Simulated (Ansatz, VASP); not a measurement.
**Two plane-wave programs on Sb2W**

Contents of INCAR:

```
SYSTEM = Sb2W
  PREC = Accurate
  ENCUT = 520
  EDIFF = 1E-8
  ISMEAR = -1
  SIGMA = 0.08
  LREAL = .False.
  LASPH = .True.
  NELM = 60
  ALGO = Normal
  ISIF = 2
  LWAVE = .False.
  LCHARG = .False.
  GGA = PE
  LEFG = .True.
  NBANDS = 19
```

Contents of KPOINTS:

```
regular mesh
0
Gamma
  10 10 10
  0 0 0
```

The input POSCAR:

```
Sb2W
1.0
    0.0000000000      3.3115767038      3.3115767038
    3.3115767038      0.0000000000      3.3115767038
    3.3115767038      3.3115767038      0.0000000000
W Sb
1 2
Direct
    0.0000000000      0.0000000000      0.0000000000
    0.2500000000      0.2500000000      0.2500000000
    0.7500000000      0.7500000000      0.7500000000
```

Input for Ansatz:

```yaml
crystal:
  lattice:
    - [0.0, 3.3115767038, 3.3115767038]
    - [3.3115767038, 0.0, 3.3115767038]
    - [3.3115767038, 3.3115767038, 0.0]
  atoms:
    - { symbol: W, position: [0.0, 0.0, 0.0] }
    - { symbol: Sb, position: [0.25, 0.25, 0.25] }
    - { symbol: Sb, position: [0.75, 0.75, 0.75] }
kpoints:
  mp_grid: { grid: [10, 10, 10] }
  band_path:
    path:
      - [0.0, 0.0, 0.0]
      - [0.5, 0.0, 0.5]
      - [0.625, 0.25, 0.625]
      - [0.375, 0.375, 0.75]
      - [0.0, 0.0, 0.0]
      - [0.5, 0.5, 0.5]
      - [0.5, 0.25, 0.75]
      - [0.5, 0.0, 0.5]
    npoints: 14
scf:
  occupations: { method: fermi_dirac, width: 0.08 }
hamiltonian:
  xc: pbe
  pseudopotentials: { kind: paw }
output:
  forces: true
  stress: true
  eigenvalues: true
  efg: { contact_densities: true }
  populations: true
  bader: true
  dos: { projected: true, de: 0.2, e_range: [-14, 8] }
  write_density: true
  write_potential: true
  elf: true
  volumetric_format: npy
```

Alike in both runs: task electric field gradients; functional PBE; k mesh 10 × 10 × 10; occupations fermi-dirac, width 0.08 eV; no spin polarisation.

|  | VASP | Ansatz |
| --- | --- | --- |
| version | VASP 6.6.1 | Ansatz 0.2.0 |
| potentials or method | VASP PAW PBE potentials, release 64 (W_sv, Sb) | PAW with Ansatz's default frozen-core files, scalar-relativistic |
| plane-wave cutoff (eV) | 520 | 420 |
| valence electrons in the cell | 24 | 44 |

```csv
,VASP,Ansatz,Ansatz less VASP
pressure (GPa),-0.1,0.0,+0.05
```

VASP's potentials hold 24 valence electrons a cell and Ansatz's 44, so a difference there can come from the potentials and not from the codes.

Spin-orbit coupling is off throughout.
